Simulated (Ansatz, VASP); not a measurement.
## One calculation of SiB4N, two programs

INCAR

```
SYSTEM = SiB4N
PREC = Accurate
ENCUT = 600
EDIFF = 1E-7
ISMEAR = 0
SIGMA = 0.1
LREAL = .False.
LASPH = .True.
NELM = 80
ALGO = Normal
ISIF = 3
LWAVE = .False.
LCHARG = .False.
GGA = PE
IBRION = 2
NSW = 90
EDIFFG = -0.04
```

The input KPOINTS:

```
Automatic mesh
0
Gamma
  6 6 4
  0 0 0
```

Contents of POSCAR:

```
SiB4N
1.0
    2.9820848200      0.0000000000      0.0000000000
    0.0000000000      2.9820848200      0.0000000000
    0.0000000000      0.0000000000      5.1301067100
Si B N
1 4 1
Direct
    0.5000000000      0.5000000000      0.5000000000
    0.5000000000      0.5000000000      0.7816317100
    0.5000000000      0.5000000000      0.2183682900
    0.5000000000      0.0000000000      0.5000000000
    0.0000000000      0.5000000000      0.5000000000
    0.0000000000      0.0000000000      0.0000000000
```

Input for Ansatz:

```yaml
crystal:
  lattice:
    - [2.98208482, 0.0, 0.0]
    - [0.0, 2.98208482, 0.0]
    - [0.0, 0.0, 5.13010671]
  atoms:
    - { symbol: Si, position: [0.5, 0.5, 0.5] }
    - { symbol: B, position: [0.5, 0.5, 0.78163171] }
    - { symbol: B, position: [0.5, 0.5, 0.21836829] }
    - { symbol: B, position: [0.5, 0.0, 0.5] }
    - { symbol: B, position: [0.0, 0.5, 0.5] }
    - { symbol: "N", position: [0.0, 0.0, 0.0] }
basis:
  ecutwfc: 420
kpoints:
  mp_grid: { grid: [6, 6, 4] }
hamiltonian:
  xc: pbe
scf:
  occupations: { method: gaussian, width: 0.1 }
  lower_state_search: "off"
output:
  forces: true
  stress: true
  eigenvalues: true
relax:
  adjacent_minimum: "off"
  f_tol: 0.04
  max_steps: 70
  cell: { stress_tol: 0.4 }
```

Change from the starting cell: species swapped into the RbAlF4 type (P4/mmm, No. 123).

Alike in both runs: task relaxation of cell and atoms; functional PBE; k mesh 6 × 6 × 4; occupations gaussian, width 0.1 eV; no spin polarisation.

|  | VASP | Ansatz |
| --- | --- | --- |
| version | VASP 6.6.1 | Ansatz 0.2.0 |
| potentials or method | VASP PAW PBE potentials, release 64 (Si, B, N), cutoff 600 eV | scalar-relativistic, plane waves, PAW |
| valence electrons in the cell | 21 | 21 |

VASP gave:

```
gap on the k mesh at the Fermi level, each at its own relaxed structure (eV) : none
relaxed volume (Å³/atom)                                                     : 13.56
relaxed cell length with the largest relative difference (Å)                 : 3.847
```

Question: Estimate Ansatz's values.

Answer: gap on the k mesh at the Fermi level, each at its own relaxed structure (eV): none; relaxed volume (Å³/atom): 13.75; relaxed cell length with the largest relative difference (Å): 3.872.

A gap of «none» marks a metal or a gap that the smearing closes.

Noted on VASP's run: the volume moved by over 15 % at a fixed basis, so the end points are rough.
